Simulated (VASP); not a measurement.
# Bi2Te3 (Tellurobismuthite) (R-3m) in VASP: settings compared, part 2 of 2

VASP 6.6.1. Earlier steps stand in the parts before.

### Step 4. Single point, PBEsol (volume scaled by 1.04)

Contents of INCAR:

```
PREC = Accurate
ENCUT = 520
EDIFF = 1E-7
ISMEAR = -1
SIGMA = 0.05
LREAL = F
LASPH = T
NELM = 100
ALGO = Normal
ISIF = 2
LWAVE = F
LCHARG = F
GGA = PS
NBANDS = 32
```

Contents of KPOINTS:

```
Automatic mesh
0
Gamma
  7 7 7
```

Contents of POSCAR:

```
Bi2Te3
1.0
    2.2218585726      1.2827906449     10.2994407795
   -2.2218585726      1.2827906449     10.2994407795
    0.0000000000     -2.5655812900     10.2994407795
Bi Te
2 3
Direct
    0.6000000000      0.6000000000      0.6000000000
    0.4000000000      0.4000000000      0.4000000000
    0.7905000000      0.7905000000      0.7905000000
    0.2095000000      0.2095000000      0.2095000000
    0.0000000000      0.0000000000      0.0000000000
```

Potentials or basis: VASP PAW PBE potentials, release 64 (Bi_d, Te).

Started as:

```
cat potpaw_PBE.64/Bi_d/POTCAR potpaw_PBE.64/Te/POTCAR > POTCAR
mpirun -np 1 vasp_std > vasp.out
```

OUTCAR:

```text
PREC = Accurate
   ENCUT = 520
   EDIFF = 1E-7
   ISMEAR = -1
   LREAL = F
   LASPH = T
   NELM = 100
   ISIF = 2
   GGA = PS

 ion  position               nearest neighbor table
   1  0.600  0.600  0.600-   4 3.11   4 3.11   4 3.11   5 3.29   5 3.29   5 3.29
   2  0.400  0.400  0.400-   3 3.11   3 3.11   3 3.11   5 3.29   5 3.29   5 3.29
   3  0.791  0.791  0.791-   2 3.11   2 3.11   2 3.11
   4  0.209  0.209  0.209-   1 3.11   1 3.11   1 3.11
   5  0.000  0.000  0.000-   1 3.29   2 3.29   1 3.29   1 3.29   2 3.29   2 3.29

  LATTYP: Found a trigonal (rhomboedric) cell.
 ALAT       =    10.6141739069
 COS(alpha) =     0.9123624111

  Lattice vectors:

 A1 = (   2.2218585726,   1.2827906449,  10.2994407795)
 A2 = (  -2.2218585726,   1.2827906449,  10.2994407795)
 A3 = (   0.0000000000,  -2.5655812900,  10.2994407795)

Analysis of symmetry for initial positions (statically):
=====================================================================
 Subroutine PRICEL returns:
 Original cell was already a primitive cell.

 Routine SETGRP: Setting up the symmetry group for a
[... 168 lines left out ...]
  ---------------------------------------------------
  free energy    TOTEN  =       -20.22970192 eV

  energy without entropy =      -20.22947639  energy(sigma->0) =      -20.22958915

 E-fermi :   5.6762     XC(G=0):  -9.3198

 val. band max:        5.5473080620   @ k =   0.0000   0.0000   0.0000
 cond. band min:       5.7966893127   @ k =   0.0000   0.0000   0.0000
 fundamental gap:      0.2493812507
 Fermi energy:         5.6761876849

 k-point     1 :       0.0000    0.0000    0.0000
  band No.  band energies     occupation
      1     -17.4971      2.00000
      2     -17.4971      2.00000
      3     -17.4959      2.00000
      4     -17.4959      2.00000
      5     -17.4909      2.00000
      6     -17.4897      2.00000
[... 829 lines left out ...]
     31      10.0405      0.00000
     32      10.0817      0.00000

 [... further k-points ...]
[... 5 lines left out ...]
  --------------------------------------------------------------------------------------
  -------------------------------------------------------------------------------------
  Total       -2.4918887     -2.4918887     -2.9416656      0.0000000      0.0000000      0.0000000
  in kB      -22.6674220    -22.6674220    -26.7588098      0.0000000      0.0000000      0.0000000
  external PRESSURE =     -24.0312180 kB  Pullay stress =       0.0000000 kB

 VOLUME and BASIS-vectors are now :
 -----------------------------------------------------------------------------
  energy-cutoff  :      520.00
  volume of cell :      176.13
      direct lattice vectors                 reciprocal lattice vectors
     2.221858573  1.282790645 10.299440779     0.225036826  0.129925072  0.032364217
    -2.221858573  1.282790645 10.299440779    -0.225036826  0.129925072  0.032364217
     0.000000000 -2.565581290 10.299440779     0.000000000 -0.259850144  0.032364217

 POSITION                                       TOTAL-FORCE (eV/Angst)
 -----------------------------------------------------------------------------------
      0.00000     -0.00000     18.53899         0.000000      0.000000     -0.127674
      0.00000     -0.00000     12.35933         0.000000     -0.000000      0.127674
      0.00000     -0.00000     24.42512         0.000000      0.000000     -0.326392
      0.00000     -0.00000      6.47320         0.000000     -0.000000      0.326392
      0.00000      0.00000      0.00000         0.000000     -0.000000     -0.000000
 -----------------------------------------------------------------------------------
    total drift:                               -0.000000     -0.000000     -0.000000

  FREE ENERGIE OF THE ION-ELECTRON SYSTEM (eV)
  ---------------------------------------------------
  free  energy   TOTEN  =       -20.2297019222 eV

  energy  without entropy=      -20.2294763859  energy(sigma->0) =      -20.22958915
```

It took 12 min on 1 thread of Intel Xeon Platinum 8488C (Sapphire Rapids), shared host; peak memory 1 GiB.

Results:

| Item | Value |
| --- | --- |
| Free energy | -20.2297 eV |
| Pressure | -2.4 GPa |
| Largest force | 0.326 eV/Å |
| Band gap on the k mesh | 0.25 eV, direct |

Forces in eV/Å, atoms in the order of the input:
```
Bi   0.000  0.000 -0.128
Bi   0.000  0.000  0.128
Te   0.000  0.000 -0.326
Te   0.000  0.000  0.326
Te   0.000  0.000  0.000
```

Levels at points of the mesh, in eV from the valence-band top:
| k point | band 22 | band 23 | band 24 | band 25 | band 26 | band 27 |
| --- | --- | --- | --- | --- | --- | --- |
| (0.00, 0.00, 0.00) | -0.76 | -0.76 | 0.00 | 0.25 | 0.70 | 0.70 |

Caveat: the PAW data sets were made with another functional, which shifts forces and pressure a little; spin-orbit coupling is left out, which moves the levels of the heavy elements. A k mesh can miss the band edges.

### Step 5. Single point, LDA (volume scaled by 1.06)

Contents of INCAR:

```
ALGO = Normal
EDIFF = 1E-6
ENCUT = 520
ISIF = 2
ISMEAR = -1
LASPH = T
LCHARG = F
LREAL = F
LWAVE = F
NBANDS = 32
NELM = 80
PREC = Accurate
SIGMA = 0.05
```

Contents of KPOINTS:

```
k-points
0
Gamma
  7 7 7
```

Changes to POSCAR since step 4:

```diff
@@ -2,5 +2,5 @@
 1.0
-    2.2218585726      1.2827906449     10.2994407795
-   -2.2218585726      1.2827906449     10.2994407795
-    0.0000000000     -2.5655812900     10.2994407795
+    2.2360109196      1.2909615063     10.3650440818
+   -2.2360109196      1.2909615063     10.3650440818
+    0.0000000000     -2.5819230127     10.3650440818
 Bi Te
```

Potentials or basis: VASP PAW LDA potentials, release 64 (Bi_d, Te).

Started as:

```
cat potpaw_LDA.64/Bi_d/POTCAR potpaw_LDA.64/Te/POTCAR > POTCAR
mpirun -np 1 vasp_std > vasp.out
```

Run time: 12 min. Hardware: 1 thread of Intel Xeon Platinum 8488C (Sapphire Rapids), shared host; peak memory 0.7 GiB.

The run converged. Its results:

```yaml
Free_energy: -21.3907 eV
Pressure: -4.2 GPa
Largest_force: 0.478 eV/Å
Band_gap_on_the_k_mesh: 0.23 eV, direct
```

Forces in eV/Å, atoms in the order of the input:
```
Bi   0.000  0.000 -0.192
Bi   0.000  0.000  0.192
Te   0.000  0.000 -0.478
Te   0.000  0.000  0.478
Te   0.000  0.000  0.000
```

Stress tensor (GPa, compression positive):
```
-3.95  0.00  0.00
 0.00 -3.95  0.00
 0.00  0.00 -4.55
```

Levels at points of the mesh, in eV from the valence-band top:
| k point | band 20 | band 21 | band 22 | band 23 | band 24 | band 25 | band 26 | band 27 | band 28 | band 29 |
| --- | --- | --- | --- | --- | --- | --- | --- | --- | --- | --- |
| (0.00, 0.00, 0.00) | -1.52 | -1.52 | -0.71 | -0.71 | 0.00 | 0.23 | 0.70 | 0.70 | 1.93 | 2.04 |

Caveat: spin-orbit coupling is left out, which moves the levels of the heavy elements.

### Step 6. The runs side by side

```csv
level,potentials or basis,cell,k mesh,smearing,gap on the mesh (eV),pressure (GPa),largest force (eV/Å)
PBE,"VASP PAW PBE potentials, release 64 (Bi_d, Te)","a = 10.476 Å, angles 24.2°, 5 atoms",4 × 4 × 4,fermi-dirac 0.03 eV,0.29,1.8,0.05
PBEsol,"VASP PAW PBE potentials, release 64 (Bi_d, Te)","a = 10.476 Å, angles 24.2°, 5 atoms",4 × 4 × 4,fermi-dirac 0.03 eV,0.23,-0.6,0.12
PBEsol,"VASP PAW PBE potentials, release 64 (Bi_d, Te)","a = 10.614 Å, angles 24.2°, 5 atoms",7 × 7 × 7,fermi-dirac 0.05 eV,0.25,-2.4,0.33
LDA,"VASP PAW LDA potentials, release 64 (Bi_d, Te)","a = 10.682 Å, angles 24.2°, 5 atoms",7 × 7 × 7,fermi-dirac 0.05 eV,0.23,-4.2,0.48
```

Alike in all rows: task single point; no spin polarisation; cutoff (eV) 520.

Caveats: spin-orbit coupling is left out, which moves the levels of the heavy elements; the PAW data sets were made with another functional, which shifts forces and pressure a little (some runs).

Total energies depend on the potentials used, so only differences within one code and one set of settings carry meaning.

### Step 7. Against experiment

Step 2. A measured gap of Bi2Te3 is 0.17 eV (quoted in “Vacancy and Antisite-Induced Ferromagnetism in Liquid-Phase Exfoliated Bi2Te3”, 2024, arxiv:2412.10539); the calculated 0.29 eV misses it by +0.12 eV. Spin-orbit coupling on Bi, Te is left out. The value is that of PBE on a finite k mesh, which can miss the band edges, without temperature or zero-point motion.

Step 3. Against the measured gap of Bi2Te3, 0.17 eV (quoted in “Vacancy and Antisite-Induced Ferromagnetism in Liquid-Phase Exfoliated Bi2Te3”, 2024, arxiv:2412.10539), the calculated 0.23 eV is off by +0.06 eV. Spin-orbit coupling on Bi, Te is left out. The value is that of PBEsol on a finite k mesh, which can miss the band edges, without temperature or zero-point motion.
